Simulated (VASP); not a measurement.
Write the native input for VASP 6.6.1 that does the following.

```yaml
Task: single point
Functional: PBE
Potentials_or_basis: VASP PAW PBE potentials, release 64 (Te, Pb_d)
Cutoff: 520 eV
k_mesh: 8 × 8 × 8
Occupations: gaussian, width 0.05 eV
Spin: no spin polarisation
Dipole_correction: no
Further_INCAR_settings: ALGO = Normal; EDIFF = 1e-06; NBANDS = 17
```

The structure of TePb lies in POSCAR:

```
TePb
1.0
    0.0000000000      3.2270000000      3.2270000000
    3.2270000000      0.0000000000      3.2270000000
    3.2270000000      3.2270000000      0.0000000000
Te Pb
1 1
Direct
    0.4917829240      0.5000000000      0.5000000000
    0.0000000000      0.0000000000      0.0000000000
```

This cell differs from its parent crystal: all Te atoms moved +0.037 Å, as atom 1 towards its neighbour atom 1 (Te) at 4.564 Å.

One way to write it, as run:

INCAR

```
PREC     = Accurate       # precision mode
ENCUT    = 520            # plane-wave cutoff, eV
EDIFF    = 1E-6           # SCF threshold, eV
ISMEAR   = 0              # smearing method
SIGMA    = 0.05           # smearing width, eV
LREAL    = False          # projectors in reciprocal space
LASPH    = True           # aspherical terms in the spheres
NELM     = 100            # most SCF steps
ALGO     = Normal         # electronic algorithm
ISIF     = 2              # what is computed and relaxed
LWAVE    = False          # write WAVECAR
LCHARG   = True           # write CHGCAR
GGA      = PE             # functional
LELF     = True           # ELF
LVHAR    = True         
NBANDS   = 17             # bands
```

KPOINTS

```
regular mesh
0
Gamma
  8 8 8
```

Potentials or basis: VASP PAW PBE potentials, release 64 (Te, Pb_d).

The run is started by

```sh
$ cat potpaw_PBE.64/Te/POTCAR potpaw_PBE.64/Pb_d/POTCAR > POTCAR
$ mpirun -np 1 vasp_std > vasp.out
```

It gave:

```yaml
Pressure: 2.3 GPa
Largest_force: 0.025 eV/Å
Band_gap_on_the_k_mesh: 0.73 eV, direct
```

Caveat: the cell differs from its parent crystal (all Te atoms moved +0.037 Å, as atom 1 towards its neighbour atom 1 (Te) at 4.564 Å); spin-orbit coupling is left out, which moves the levels of the heavy elements.

It took 46 s on 1 thread of Intel(R) Xeon(R) Platinum 8559C (Emerald Rapids), on a shared host, peak memory 0.27 GiB.
